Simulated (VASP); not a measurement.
# Sc8HIr8C in VASP: a series of runs, part 2 of 2

VASP 6.6.1. Earlier steps stand in the parts before.

### 3 Single point, PBE

INCAR

```
SYSTEM = Sc8HIr8C
PREC     = Accurate       ! precision mode
ENCUT    = 520            ! plane-wave cutoff, eV
EDIFF    = 1E-6           ! SCF threshold, eV
ISMEAR   = -1             ! smearing method
SIGMA    = 0.15           ! smearing width, eV
LREAL    = Auto         
LASPH    = .True.         ! aspherical terms in the spheres
NELM     = 100            ! most SCF steps
ALGO     = Normal         ! electronic algorithm
ISIF     = 2              ! what is computed and relaxed
LWAVE    = .False.        ! write WAVECAR
LCHARG   = .False.        ! write CHGCAR
GGA      = PE             ! functional
NBANDS   = 98             ! bands
```

KPOINTS

```
regular mesh
0
Gamma
  3 3 1
  0 0 0
```

POSCAR

```
Sc8HIr8C
1.0
    6.4367720000      0.0000000000      0.0000000000
    0.0000000000      6.4367720000      0.0000000000
    0.0000000000      0.0000000000     18.8275790000
Sc Ir C H
8 8 1 1
Direct
    0.2500166232      0.2500943019      0.1157504106
    0.2323058825      0.2295560570      0.2991090889
    0.2502496593      0.7498323694      0.1156070040
    0.2538073432      0.7298378753      0.3012867454
    0.7500654055      0.2502962665      0.1154529746
    0.7310341270      0.2555318100      0.2991303343
    0.7501896914      0.7500032625      0.1153095679
    0.7475641517      0.7473311157      0.2923105515
    0.0000000000      0.0000000000      0.0531135734
   -0.0007767869     -0.0006680367      0.2290363514
    0.0000000000      0.5000021750      0.0531135734
   -0.0008700013      0.5002041396      0.2283830545
    0.5000021750      0.0000000000      0.0531135734
    0.5001575324     -0.0007457154      0.2284361680
    0.5000021750      0.5000021750      0.0531135734
    0.5006391402      0.5006857475      0.2267949586
    0.5417933088      0.5589447630      0.3228667903
    0.5582456548      0.7012055111      0.3574171698
```

Potentials or basis: VASP PAW PBE potentials, release 64 (Sc_sv, Ir, C, H).

Run with:

```console
> cat potpaw_PBE.64/Sc_sv/POTCAR potpaw_PBE.64/Ir/POTCAR potpaw_PBE.64/C/POTCAR potpaw_PBE.64/H/POTCAR > POTCAR
> mpirun -np 1 vasp_std > vasp.out
```

OUTCAR:

```text
SYSTEM = Sc8HIr8C
   PREC = Accurate
   ENCUT = 520
   EDIFF = 1E-6
   ISMEAR = -1
   LREAL = Auto
   LASPH = .True.
   NELM = 100
   ISIF = 2
   GGA = PE

 ion  position               nearest neighbor table
   1  0.250  0.250  0.116-  15 2.56  11 2.56  13 2.56   9 2.56  16 3.09  12 3.11  14 3.11  10 3.12
                             3 3.22   5 3.22   5 3.22   3 3.22
   2  0.232  0.230  0.299-  10 2.49  14 2.63  12 2.66  16 2.81   6 3.21   4 3.22   4 3.22   6 3.23

   3  0.250  0.750  0.116-  15 2.56  13 2.56  11 2.56   9 2.56  16 3.09  14 3.11  12 3.11  10 3.12
                             1 3.22   7 3.22   7 3.22   1 3.22
   4  0.254  0.730  0.301-  17 2.19  16 2.58  12 2.60  14 2.72  10 2.75   8 3.18   2 3.22   2 3.22
[... 723 lines left out ...]
  in kB       28.2546466     19.0099769     30.5668448      6.3097198     -1.0384056     -1.8462627
  external PRESSURE =      25.9438227 kB  Pullay stress =       0.0000000 kB

 VOLUME and BASIS-vectors are now :
 -----------------------------------------------------------------------------
  energy-cutoff  :      520.00
  volume of cell :      780.06
      direct lattice vectors                 reciprocal lattice vectors
     6.436772000  0.000000000  0.000000000     0.155357375  0.000000000  0.000000000
     0.000000000  6.436772000  0.000000000     0.000000000  0.155357375  0.000000000
     0.000000000  0.000000000 18.827579000     0.000000000  0.000000000  0.053113573

 POSITION                                       TOTAL-FORCE (eV/Angst)
 -----------------------------------------------------------------------------------
      1.60930      1.60980      2.17930        -0.159328     -0.159050      2.026350
      1.49530      1.47760      5.63150         0.767501      0.966918      0.585934
      1.61080      4.82650      2.17660        -0.062392      0.041962      2.126462
      1.63370      4.69780      5.67250        -0.707921      0.927725      0.421304
      4.82800      1.61110      2.17370         0.097299     -0.108296      2.067560
      4.70550      1.64480      5.63190         0.468098      0.435679      1.007037
[... 10 lines left out ...]
      3.48740      3.59780      6.07880        -1.947998     -3.991672      6.683318
      3.59330      4.51350      6.72930        -1.698077     -0.412770      0.984709
 -----------------------------------------------------------------------------------
    total drift:                                0.003483      0.002287      0.003715

  FREE ENERGIE OF THE ION-ELECTRON SYSTEM (eV)
  ---------------------------------------------------
  free  energy   TOTEN  =      -134.3076062642 eV

  energy  without entropy=     -133.5054176556  energy(sigma->0) =     -133.90651196
```

OSZICAR:

```text
N       E                     dE             d eps       ncg     rms          rms(c)
DAV:   1     0.288540284164E+04    0.28854E+04   -0.68313E+04  1092   0.148E+03
DAV:   2     0.312163347929E+03   -0.25732E+04   -0.25111E+04  1180   0.571E+02
DAV:   3    -0.105883383496E+03   -0.41805E+03   -0.39781E+03  1744   0.251E+02
DAV:   4    -0.149842951628E+03   -0.43960E+02   -0.42473E+02  1592   0.979E+01
[... 22 lines left out ...]
DAV:  27    -0.134307577827E+03   -0.21316E-04   -0.78416E-07   728   0.441E-03    0.125E-03
DAV:  28    -0.134307592617E+03   -0.14790E-04   -0.78619E-07   704   0.283E-03    0.993E-04
DAV:  29    -0.134307603172E+03   -0.10555E-04   -0.86569E-07   688   0.293E-03    0.528E-04
DAV:  30    -0.134307605561E+03   -0.23889E-05   -0.34960E-07   736   0.200E-03    0.501E-04
DAV:  31    -0.134307606264E+03   -0.70347E-06   -0.11679E-07   616   0.147E-03
   1 F= -.13430761E+03 E0= -.13390651E+03  d E =-.802189E+00
```

Run time: 14 min. Hardware: 1 thread of Intel Xeon Platinum 8488C (Sapphire Rapids), shared host; peak memory 0.8 GiB.

What came out:

```yaml
Free_energy: -134.3076 eV
Largest_force: 8.025 eV/Å
Band_gap_on_the_k_mesh: zero (an odd number of electrons rules out a gap without spin polarisation)
```

Forces in eV/Å, atoms in the order of the input:
```
Sc  -0.159 -0.159  2.026
Sc   0.768  0.967  0.586
Sc  -0.062  0.042  2.126
Sc  -0.708  0.928  0.421
Sc   0.097 -0.108  2.068
Sc   0.468  0.436  1.007
Sc  -0.004 -0.011  2.007
Sc   4.699  3.052 -0.615
Ir   0.039  0.021 -1.301
Ir   0.244  0.217 -1.715
Ir   0.017  0.001 -1.290
Ir   0.508 -0.688 -1.791
Ir  -0.020  0.007 -1.270
Ir  -0.765  0.543 -1.882
Ir  -0.052 -0.110 -1.032
Ir  -1.422 -0.733 -7.012
C   -1.948 -3.992  6.683
H   -1.698 -0.413  0.985
```

Caveat: there is no dipole correction, which matters where the two faces differ; spin-orbit coupling is left out, which moves the levels of the heavy elements.

### 4 Single point, PBE

INCAR

```
SYSTEM = Sc8HIr8C
PREC     = Accurate       ! precision mode
ENCUT    = 520            ! plane-wave cutoff, eV
EDIFF    = 1E-6           ! SCF threshold, eV
ISMEAR   = -1             ! smearing method
SIGMA    = 0.15           ! smearing width, eV
LREAL    = Auto         
LASPH    = .TRUE.         ! aspherical terms in the spheres
NELM     = 80             ! most SCF steps
ALGO     = Normal         ! electronic algorithm
ISIF     = 2              ! what is computed and relaxed
LWAVE    = .FALSE.        ! write WAVECAR
LCHARG   = .FALSE.        ! write CHGCAR
GGA      = PE             ! functional
NBANDS   = 98             ! bands
```

KPOINTS

```
regular mesh
0
G
  3 3 1
  0 0 0
```

POSCAR

```
Sc8HIr8C
1.0
    6.4367720000      0.0000000000      0.0000000000
    0.0000000000      6.4367720000      0.0000000000
    0.0000000000      0.0000000000     18.8275790000
Sc Ir C H
8 8 1 1
Direct
    0.2502962665      0.2474066193      0.1294165331
    0.2776236287      0.2666864696      0.3201367526
    0.2467696541      0.7489312966      0.1320881458
    0.3109477856      0.6982692567      0.3065449891
    0.7449230763      0.2478571557      0.1335434577
    0.6907499598      0.3272758457      0.3237697210
    0.7491798684      0.7497391550      0.1299211120
    0.7466630789      0.7634416754      0.3213264966
    0.0000000000      0.0000000000      0.0531135734
    0.0070221533      0.0070221533      0.2113282860
    0.0000000000      0.5000021750      0.0531135734
    0.0044432209      0.4905409109      0.2188651021
    0.5000021750      0.0000000000      0.0531135734
    0.4908826971     -0.0004350006      0.2196458716
    0.5000021750      0.5000021750      0.0531135734
    0.4931353790      0.5027986077      0.2090444024
    0.4329499320      0.2912950777      0.4037587626
    0.4043486393      0.2327098117      0.4572866219
```

Potentials or basis: VASP PAW PBE potentials, release 64 (Sc_sv, Ir, C, H).

Run with:

```console
> cat potpaw_PBE.64/Sc_sv/POTCAR potpaw_PBE.64/Ir/POTCAR potpaw_PBE.64/C/POTCAR potpaw_PBE.64/H/POTCAR > POTCAR
> mpirun -np 1 vasp_std > vasp.out
```

OUTCAR:

```text
SYSTEM = Sc8HIr8C
   PREC = Accurate
   ENCUT = 520
   EDIFF = 1E-6
   ISMEAR = -1
   LREAL = Auto
   LASPH = .TRUE.
   NELM = 80
   ISIF = 2
   GGA = PE

 ion  position               nearest neighbor table
   1  0.250  0.247  0.129-  13 2.68   9 2.68  10 2.69  15 2.70  11 2.70  16 2.72  12 2.79  14 2.80
                             5 3.18   3 3.21   3 3.23   5 3.25
   2  0.278  0.267  0.320-  17 1.87   6 2.69   4 2.80  14 2.90  16 2.93  12 2.97  10 3.17
   3  0.247  0.749  0.132-  16 2.67  11 2.70   9 2.71  10 2.71  15 2.73  13 2.73  14 2.79  12 2.81
                             7 3.20   1 3.21   1 3.23   7 3.23   4 3.33
   4  0.311  0.698  0.307-  16 2.52  14 2.79   2 2.80   8 2.85  12 2.90  10 3.32   3 3.33
   5  0.745  0.248  0.134-  13 2.71  16 2.71  10 2.72  15 2.72   9 2.74  11 2.76  12 2.79  14 2.80
                             1 3.18   7 3.21   7 3.23   1 3.25
   6  0.691  0.327  0.324-  17 2.25   2 2.69  16 2.75   8 2.83  12 3.01  14 3.15
   7  0.749  0.750  0.130-  15 2.69  13 2.69  11 2.70   9 2.70  16 2.73  10 2.80  14 2.86  12 2.88
                             3 3.20   5 3.21   5 3.23   3 3.23
   8  0.747  0.763  0.321-   6 2.83   4 2.85  14 2.95  10 3.09  12 3.09  16 3.15
   9  0.000  0.000  0.053-   1 2.68   7 2.70   3 2.71   5 2.74  10 2.98  11 3.22  13 3.22  11 3.22
                            13 3.22
  10  0.007  0.007  0.211-   1 2.69   3 2.71   5 2.72   7 2.80   9 2.98   8 3.09  12 3.12  14 3.12
[... 701 lines left out ...]
     94       1.1201      0.00014
 [bands above 94 left out]

------------------------ aborting loop because EDIFF is reached ----------------------------------------

  FORCE on cell =-STRESS in cart. coord.  units (eV):
  Direction    XX          YY          ZZ          XY          YZ          ZX
  --------------------------------------------------------------------------------------
  -------------------------------------------------------------------------------------
  Total       -9.0430827    -11.4934297     -7.8486904      2.0226284      1.9591648      3.8851774
  in kB      -18.5736113    -23.6063855    -16.1204459      4.1542817      4.0239338      7.9797761
  external PRESSURE =     -19.4334809 kB  Pullay stress =       0.0000000 kB

 VOLUME and BASIS-vectors are now :
 -----------------------------------------------------------------------------
  energy-cutoff  :      520.00
  volume of cell :      780.06
      direct lattice vectors                 reciprocal lattice vectors
     6.436772000  0.000000000  0.000000000     0.155357375  0.000000000  0.000000000
     0.000000000  6.436772000  0.000000000     0.000000000  0.155357375  0.000000000
     0.000000000  0.000000000 18.827579000     0.000000000  0.000000000  0.053113573

 POSITION                                       TOTAL-FORCE (eV/Angst)
 -----------------------------------------------------------------------------------
      1.61110      1.59250      2.43660        -0.362506     -0.135310     -1.103453
      1.78700      1.71660      6.02740        -3.939940     -2.450921     -4.399688
      1.58840      4.82070      2.48690        -0.339645      0.293867     -1.383274
      2.00150      4.49460      5.77150        -1.759455      1.403193     -0.393434
      4.79490      1.59540      2.51430         0.471252     -0.200533     -1.253465
      4.44620      2.10660      6.09580         1.087493     -1.676859     -0.679185
[... 10 lines left out ...]
      2.78680      1.87500      7.60180         2.164544      0.848882      1.636510
      2.60270      1.49790      8.60960         0.358610      0.312021      0.612086
 -----------------------------------------------------------------------------------
    total drift:                               -0.001463      0.000024      0.001042

  FREE ENERGIE OF THE ION-ELECTRON SYSTEM (eV)
  ---------------------------------------------------
  free  energy   TOTEN  =      -132.5952037085 eV

  energy  without entropy=     -131.7749047438  energy(sigma->0) =     -132.18505423
```

It took 14 min on 1 thread of Intel Xeon Platinum 8488C (Sapphire Rapids), shared host; peak memory 0.82 GiB.

Results:

```
Free energy            : -132.5952 eV
Largest force          : 6.394 eV/Å
Band gap on the k mesh : zero (an odd number of electrons rules out a gap without spin polarisation)
```

Forces in eV/Å, atoms in the order of the input:
```
Sc  -0.363 -0.135 -1.103
Sc  -3.940 -2.451 -4.400
Sc  -0.340  0.294 -1.383
Sc  -1.759  1.403 -0.393
Sc   0.471 -0.201 -1.253
Sc   1.087 -1.677 -0.679
Sc   0.413  0.312 -0.647
Sc   1.482  1.718 -2.252
Ir  -0.130  0.020  0.506
Ir  -0.457 -0.548  2.482
Ir  -0.132 -0.102  0.784
Ir  -0.309  0.838  1.373
Ir   0.056 -0.029  0.636
Ir   0.593 -0.316  1.223
Ir   0.048  0.020  0.591
Ir   0.755 -0.308  2.268
C    2.165  0.849  1.637
H    0.359  0.312  0.612
```

Caveat: there is no dipole correction, which matters where the two faces differ; spin-orbit coupling is left out, which moves the levels of the heavy elements.

### 5 Overview

| cell | gap on the mesh (eV) | largest force (eV/Å) |
| --- | --- | --- |
| as given, atomic positions A | none | 4.06 |
| as given, atomic positions B | none | 8.02 |
| as given, atomic positions C | none | 6.39 |

Alike in all rows: task single point; level PBE; potentials or basis VASP PAW PBE potentials, release 64 (Sc_sv, Ir, C, H); no spin polarisation; k mesh 3 × 3 × 1; cutoff (eV) 520; smearing fermi-dirac 0.15 eV.

Caveats: there is no dipole correction, which matters where the two faces differ; spin-orbit coupling is left out, which moves the levels of the heavy elements.

Absolute energies hang on the potentials; compare differences alone.
